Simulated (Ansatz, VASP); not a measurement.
## KZrN: VASP beside Ansatz

The input INCAR:

```
SYSTEM = KZrN
  PREC = Accurate
  ENCUT = 520
  EDIFF = 1E-6
  ISMEAR = 0
  SIGMA = 0.1
  LREAL = .False.
  LASPH = .True.
  NELM = 80
  ALGO = Normal
  ISIF = 2
  LWAVE = .False.
  LCHARG = .False.
  GGA = PE
  NBANDS = 20
```

KPOINTS

```
Automatic mesh
0
Gamma
  6 6 4
  0 0 0
```

The input POSCAR:

```
KZrN
1.0
    4.2055219300      0.0000000000      0.0000000000
   -2.1027609700      3.6420888300      0.0000000000
    0.0000000000      0.0000000000      4.8001597100
K Zr N
1 1 1
Direct
    0.0000000000      0.0000000000      0.0000000000
    0.3333333300      0.6666666700      0.5000000000
    0.6666666700      0.3333333300      0.5000000000
```

Input for Ansatz:

```yaml
crystal:
  lattice:
    - [4.20552193, 0.0, 0.0]
    - [-2.10276097, 3.64208883, 0.0]
    - [0.0, 0.0, 4.80015971]
  atoms:
    - { symbol: K, position: [0.0, 0.0, 0.0] }
    - { symbol: Zr, position: [0.33333333, 0.66666667, 0.5] }
    - { symbol: "N", position: [0.66666667, 0.33333333, 0.5] }
basis:
  ecutwfc: 420
kpoints:
  mp_grid: { grid: [6, 6, 4] }
hamiltonian:
  xc: pbe
scf:
  occupations: { method: gaussian, width: 0.1 }
  lower_state_search: "off"
output:
  forces: true
  stress: true
  eigenvalues: true
```

Change from the starting cell: species swapped into the SrCuSi type (P-6m2, No. 187).

Alike in both runs: task single point; functional PBE; k mesh 6 × 6 × 4; occupations gaussian, width 0.1 eV; no spin polarisation.

```csv
,VASP,Ansatz
version,VASP 6.6.1,Ansatz 0.2.0
potentials or method,"VASP PAW PBE potentials, release 64 (K_sv, Zr_sv, N), cutoff 520 eV","scalar-relativistic, plane waves, PAW"
valence electrons in the cell,26,26
```

```tsv
	VASP	Ansatz	Ansatz less VASP
gap on the k mesh at the Fermi level (eV)	none	none	-
pressure (GPa)	-10.9	-10.9	-0.02
traceless stress, the component that is largest in VASP (GPa)	15.52	15.53	+0.008
```

A gap of «none» marks a metal or a gap that the smearing closes.
